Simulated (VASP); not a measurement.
Set up this calculation in VASP 6.6.1, as the native input.

* Task: single point
* Functional: HSE06
* Potentials or basis: VASP PAW PBE potentials, release 64 (Al, N)
* Cutoff: 520 eV
* k mesh: 5 × 5 × 3
* Occupations: fermi-dirac, width 0.05 eV
* Spin: no spin polarisation
* Dipole correction: no
* Grid for exact exchange (PRECFOCK): Normal
* Further INCAR settings: ALGO = Normal; EDIFF = 1e-06; NBANDS = 16
* Share of exact exchange: 0.25
* Screening parameter: 0.2079 1/Å

The system is AlN.

```
CELL_PARAMETERS angstrom
3.11300 0.00000 0.00000
-1.55650 2.69594 0.00000
0.00000 0.00000 4.98100
ATOMIC_POSITIONS crystal
Al 0.66667 0.33333 0.50000
Al 0.33333 0.66667 0.00000
N 0.66667 0.33333 0.88000
N 0.33333 0.66667 0.38000
```

These files were run (other wordings do the same):

POSCAR

```
AlN
1.0
    3.1130000000      0.0000000000      0.0000000000
   -1.5565000000      2.6959370820      0.0000000000
    0.0000000000      0.0000000000      4.9810000000
Al N
2 2
Direct
    0.6666666667      0.3333333333      0.5000000000
    0.3333333333      0.6666666667      0.0000000000
    0.6666666667      0.3333333333      0.8800000000
    0.3333333333      0.6666666667      0.3800000000
```

INCAR.step1

```
PREC = Accurate
ENCUT = 520
EDIFF = 1E-5
ISMEAR = -1
SIGMA = 0.05
LREAL = False
LASPH = True
NELM = 100
ALGO = Normal
ISIF = 2
LWAVE = True
LCHARG = False
NBANDS = 16
GGA = PE
```

INCAR.step2

```
PREC = Accurate
ENCUT = 520
EDIFF = 1E-6
ISMEAR = -1
SIGMA = 0.05
LREAL = False
LASPH = True
NELM = 100
ALGO = Normal
ISIF = 2
LWAVE = False
LCHARG = False
GGA = PE
LHFCALC = True
HFSCREEN = 0.2079
PRECFOCK = Normal
NBANDS = 16
ISTART = 1
```

KPOINTS

```
regular mesh
0
Gamma
  5 5 3
```

Potentials or basis: VASP PAW PBE potentials, release 64 (Al, N).

Command:

```sh
$ cat potpaw_PBE.64/Al/POTCAR potpaw_PBE.64/N/POTCAR > POTCAR
$ cp INCAR.step1 INCAR
$ mpirun -np 1 vasp_std > vasp.out
$ cp INCAR.step2 INCAR
$ mpirun -np 1 vasp_std > vasp.out
```

Results of the run:

| Quantity | Value |
| --- | --- |
| Pressure | -1.7 GPa |
| Largest force | 0.130 eV/Å |
| Band gap on the k mesh | 5.58 eV |

Caveat: the k points lie up to 0.47 Å⁻¹ apart; the PAW data sets were made with another functional, which shifts forces and pressure a little.

Wall time 10 min on 1 thread of Intel Xeon 8259CL (shared host), peak memory 0.25 GiB.
